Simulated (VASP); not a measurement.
# Cu3Pt (Pm-3m) in VASP: vibrations by perturbation theory with LDA

Aim: the vibrations by perturbation theory of Cu3Pt with LDA.

All numbers are computed with VASP 6.6.1; they aren't measurements. Logs are shortened: lines on timing, memory, paths and dates and some standing lists are left out, and cuts for length are marked.

### Step 1. The cell of the first run

Symmetry: Pm-3m, No. 221, cubic system. The conventional cell has a = 3.629 Å, b = 3.629 Å, c = 3.629 Å, α = 90.00°, β = 90.00°, γ = 90.00°. Within 3.4 Å of Cu (site symmetry 4/mmm) lie 8 Cu at 2.57 Å and 4 Pt at 2.57 Å. Pt (site symmetry m-3m) has 12 Cu at 2.57 Å within 3.4 Å.

### Step 2. Vibrations by perturbation theory, LDA

INCAR

```
PREC = Accurate ; ENCUT = 520
EDIFF = 1E-8 ; ISMEAR = -1
SIGMA = 0.15 ; LREAL = False
LASPH = True ; NELM = 80
ALGO = Fast ; ISIF = 2
LWAVE = False ; LCHARG = False
NBANDS = 30 ; IBRION = 8
NSW = 1
```

KPOINTS

```
Automatic mesh
0
Gamma
  12 12 12
```

POSCAR

```
Cu3Pt
1.0
    3.6294987794      0.0000000000      0.0000000000
    0.0000000000      3.6294987794      0.0000000000
    0.0000000000      0.0000000000      3.6294987794
Cu Pt
3 1
Direct
    0.0000000000      0.5000000000      0.5000000000
    0.5000000000      0.0000000000      0.5000000000
    0.5000000000      0.5000000000      0.0000000000
    0.0000000000      0.0000000000      0.0000000000
```

Potentials or basis: VASP PAW LDA potentials, release 64 (Cu, Pt).

The run is started by

```sh
> cat potpaw_LDA.64/Cu/POTCAR potpaw_LDA.64/Pt/POTCAR > POTCAR
> mpirun -np 1 vasp_std > vasp.out
```

OUTCAR:

```text
PREC = Accurate
   ENCUT = 520
   EDIFF = 1E-8
   ISMEAR = -1
   LREAL = False
   LASPH = True
   NELM = 80
   ISIF = 2
   IBRION = 8
   NSW = 1

 ion  position               nearest neighbor table
   1  0.000  0.500  0.500-   2 2.57   3 2.57   4 2.57   3 2.57   4 2.57   2 2.57   4 2.57   4 2.57
                             2 2.57   3 2.57   3 2.57   2 2.57
   2  0.500  0.000  0.500-   1 2.57   3 2.57   4 2.57   3 2.57   4 2.57   1 2.57   3 2.57   3 2.57
                             1 2.57   4 2.57   4 2.57   1 2.57
   3  0.500  0.500  0.000-   1 2.57   2 2.57   4 2.57   1 2.57   2 2.57   2 2.57   4 2.57   2 2.57
                             1 2.57   4 2.57   1 2.57   4 2.57
   4  0.000  0.000  0.000-   1 2.57   2 2.57   3 2.57   1 2.57   2 2.57   1 2.57   3 2.57   1 2.57
                             2 2.57   3 2.57   2 2.57   3 2.57

  LATTYP: Found a simple cubic cell.
 ALAT       =     3.6294987794

  Lattice vectors:

 A1 = (   3.6294987794,   0.0000000000,   0.0000000000)
 A2 = (   0.0000000000,   3.6294987794,   0.0000000000)
 A3 = (   0.0000000000,   0.0000000000,   3.6294987794)

Analysis of symmetry for initial positions (statically):
=====================================================================
 Subroutine PRICEL returns:
 Original cell was already a primitive cell.

 Routine SETGRP: Setting up the symmetry group for a
 simple cubic supercell.

 Subroutine GETGRP returns: Found 48 space group operations
 (whereof 48 operations were pure point group operations)
 out of a pool of 48 trial point group operations.

The static configuration has the point symmetry O_h .

Analysis of symmetry for dynamics (positions and initial velocities):
=====================================================================
 Subroutine PRICEL returns:
 Original cell was already a primitive cell.

 Routine SETGRP: Setting up the symmetry group for a
 simple cubic supercell.

 Subroutine GETGRP returns: Found 48 space group operations
 (whereof 48 operations were pure point group operations)
 out of a pool of 48 trial point group operations.

The dynamic configuration has the point symmetry O_h .

 Subroutine INISYM returns: Found 48 space group operations
 (whereof 48 operations are pure point group operations),
 and found     1 'primitive' translations

----------------------------------------------------------------------------------------

                                     Primitive cell

  volume of cell :      47.8123

  direct lattice vectors                    reciprocal lattice vectors
     3.629498779  0.000000000  0.000000000     0.275520137  0.000000000  0.000000000
     0.000000000  3.629498779  0.000000000     0.000000000  0.275520137  0.000000000
     0.000000000  0.000000000  3.629498779     0.000000000  0.000000000  0.275520137

  length of vectors
     3.629498779  3.629498779  3.629498779     0.275520137  0.275520137  0.275520137

  position of ions in fractional coordinates (direct lattice)
     0.000000000  0.500000000  0.500000000
     0.500000000  0.000000000  0.500000000
     0.500000000  0.500000000  0.000000000
     0.000000000  0.000000000  0.000000000

  ion indices of the primitive-cell ions
   primitive index   ion index
                 1           1
[... 120 lines left out ...]
  ext. energy  EPLUGINS =         0.00000000
  ---------------------------------------------------
  free energy    TOTEN  =       -22.21164379 eV

  energy without entropy =      -22.09164446  energy(sigma->0) =      -22.15164412

 E-fermi :   8.9552     XC(G=0): -13.5904

 val. band max:        8.8862944777   @ k =   0.4167   0.3333   0.0833
 cond. band min:       8.9818430345   @ k =   0.4167   0.3333   0.1667
 fundamental gap:      0.0955485568
 Fermi energy:         8.9552475933

 k-point     1 :       0.0000    0.0000    0.0000
  band No.  band energies     occupation
      1      -0.8079      2.00000
      2       2.9970      2.00000
      3       2.9970      2.00000
      4       3.9155      2.00000
      5       3.9155      2.00000
      6       3.9155      2.00000
[... 781 lines left out ...]
     29      21.6399      0.00000
     30      21.9928      0.00000

 [... further k-points ...]

------------------------ aborting loop because EDIFF is reached ----------------------------------------

  FORCE on cell =-STRESS in cart. coord.  units (eV):
  Direction    XX          YY          ZZ          XY          YZ          ZX
  --------------------------------------------------------------------------------------
  -------------------------------------------------------------------------------------
  Total        0.2848193      0.2848193      0.2848193      0.0000000      0.0000000     -0.0000000
  in kB        9.5442116      9.5442116      9.5442116      0.0000000      0.0000000     -0.0000000
  external PRESSURE =       9.5442116 kB  Pullay stress =       0.0000000 kB

 VOLUME and BASIS-vectors are now :
 -----------------------------------------------------------------------------
  energy-cutoff  :      520.00
  volume of cell :       47.81
      direct lattice vectors                 reciprocal lattice vectors
     3.629498779  0.000000000  0.000000000     0.275520137  0.000000000  0.000000000
     0.000000000  3.629498779  0.000000000     0.000000000  0.275520137  0.000000000
     0.000000000  0.000000000  3.629498779     0.000000000  0.000000000  0.275520137

 POSITION                                       TOTAL-FORCE (eV/Angst)
 -----------------------------------------------------------------------------------
      0.00000      1.81475      1.81475         0.000000      0.000000      0.000000
      1.81475      0.00000      1.81475         0.000000      0.000000      0.000000
      1.81475      1.81475      0.00000         0.000000      0.000000      0.000000
      0.00000      0.00000      0.00000         0.000000      0.000000      0.000000
 -----------------------------------------------------------------------------------
    total drift:                                0.000000      0.000000      0.000000

  FREE ENERGIE OF THE ION-ELECTRON SYSTEM (eV)
  ---------------------------------------------------
  free  energy   TOTEN  =       -22.2116437867 eV

  energy  without entropy=      -22.0916444615  energy(sigma->0) =      -22.15164412

[... ionic steps 2 to 12 ...]

--------------------------------------- Ionic step       13  -------------------------------------------

 Free energy of the ion-electron system (eV)
  ---------------------------------------------------
  ---------------------------------------------------
  free energy    TOTEN  =        -0.25434992 eV

  energy without entropy =       -0.25434991

------------------------ aborting loop because EDIFF is reached ----------------------------------------

 INTERNAL STRAIN TENSOR  FOR ION    4  DIRECTION 1   (eV/Angst):
 -----------------------------------------------------------------------------
    -0.00446 -0.00000 -0.00000
     0.00000  0.00562  0.00000
    -0.00000  0.00000  0.00562

 INTERNAL STRAIN TENSOR FOR ION    4 for displacements in x,y,z  (eV/Angst):
          X           Y           Z          XY          YZ          ZX
  --------------------------------------------------------------------------------
  x     0.00000     0.00000     0.00000     0.00000     0.00000     0.00000
  y     0.00000     0.00000     0.00000     0.00000     0.00000     0.00000
  z     0.00000     0.00000     0.00000     0.00000     0.00000     0.00000

 SECOND DERIVATIVES (NOT SYMMETRIZED)
 ------------------------------------
               1X          1Y          1Z          2X          2Y          2Z          3X          3Y          3Z          4X          4Y          4Z
  1X    -5.416828    0.000000   -0.000000    2.869563   -0.000000    0.000000    2.869563   -0.000000    0.000000   -0.322298    0.000000   -0.000000
  1Y     0.000000   -9.138124    0.000000    0.000000    2.869714    0.000000    0.000000   -0.492265    0.000000    0.000000    6.760675    0.000000
  1Z     0.000000    0.000000   -9.138124    0.000000    0.000000   -0.492265    0.000000    0.000000    2.869714    0.000000    0.000000    6.760675
  2X     2.869714    0.000000    0.000000   -9.138124    0.000000    0.000000   -0.492265    0.000000    0.000000    6.760675    0.000000    0.000000
  2Y    -0.000000    2.869563    0.000000    0.000000   -5.416828   -0.000000    0.000000    2.869563    0.000000    0.000000   -0.322298    0.000000
  2Z     0.000000    0.000000   -0.492265    0.000000    0.000000   -9.138124    0.000000    0.000000    2.869714    0.000000    0.000000    6.760675
  3X     2.869714    0.000000    0.000000   -0.492265    0.000000    0.000000   -9.138124    0.000000    0.000000    6.760675    0.000000    0.000000
  3Y     0.000000   -0.492265    0.000000    0.000000    2.869714    0.000000    0.000000   -9.138124    0.000000    0.000000    6.760675    0.000000
  3Z    -0.000000    0.000000    2.869563    0.000000   -0.000000    2.869563    0.000000    0.000000   -5.416828   -0.000000   -0.000000   -0.322298
  4X    -0.318577    0.000000    0.000000    6.765488   -0.000000    0.000000    6.765488   -0.000000   -0.000000  -13.212399    0.000000   -0.000000
  4Y    -0.000000    6.765488    0.000000    0.000000   -0.318577    0.000000    0.000000    6.765488   -0.000000    0.000000  -13.212399   -0.000000
  4Z    -0.000000    0.000000    6.765488    0.000000   -0.000000    6.765488    0.000000    0.000000   -0.318577   -0.000000   -0.000000  -13.212399

 Eigenvectors and eigenvalues of the dynamical matrix
 ----------------------------------------------------

   1 f  =    7.460130 THz    46.873380 2PiTHz  248.843156 cm-1    30.852605 meV
             X         Y         Z           dx          dy          dz
      0.000000  1.814749  1.814749     0.297062   -0.340795    0.078734
      1.814749  0.000000  1.814749    -0.457370    0.221347    0.078734
      1.814749  1.814749  0.000000    -0.457370   -0.340795   -0.051138
      0.000000  0.000000  0.000000     0.352646    0.262764   -0.060707
[... 71 lines left out ...]
  12 f/i=    0.001640 THz     0.010306 2PiTHz    0.054711 cm-1     0.006783 meV
             X         Y         Z           dx          dy          dz
      0.000000  1.814749  1.814749    -0.084232    0.091219   -0.386524
      1.814749  0.000000  1.814749    -0.084198    0.091256   -0.386524
      1.814749  1.814749  0.000000    -0.084198    0.091219   -0.386680
      0.000000  0.000000  0.000000    -0.147448    0.159744   -0.676886

--------------------------------------------------------------------------------------------------------

 ELASTIC MODULI CONTR FROM IONIC RELAXATION (kBar)
 Direction    XX          YY          ZZ          XY          YZ          ZX
 --------------------------------------------------------------------------------
 XX           0.0000      0.0000      0.0000      0.0000      0.0000      0.0000
 YY           0.0000      0.0000      0.0000      0.0000      0.0000      0.0000
 ZZ           0.0000      0.0000      0.0000      0.0000      0.0000      0.0000
 XY           0.0000      0.0000      0.0000      0.0000      0.0000      0.0000
 YZ           0.0000      0.0000      0.0000      0.0000      0.0000      0.0000
 ZX           0.0000      0.0000      0.0000      0.0000      0.0000      0.0000
 --------------------------------------------------------------------------------
```

It took 19 min on 1 thread of AMD EPYC 9R45 (Zen 5), shared host; peak memory 0.92 GiB.

Results:

```
Highest phonon frequency at Γ : 249 cm⁻¹
```

Phonon frequencies in cm⁻¹ (negative: imaginary):
```tsv
q point	frequencies
(0.000, 0.000, 0.000)	0 0 0 145 145 145 192 192 192 249 249 249
```

Caveat: spin-orbit coupling is left out, which moves the levels of the heavy elements.
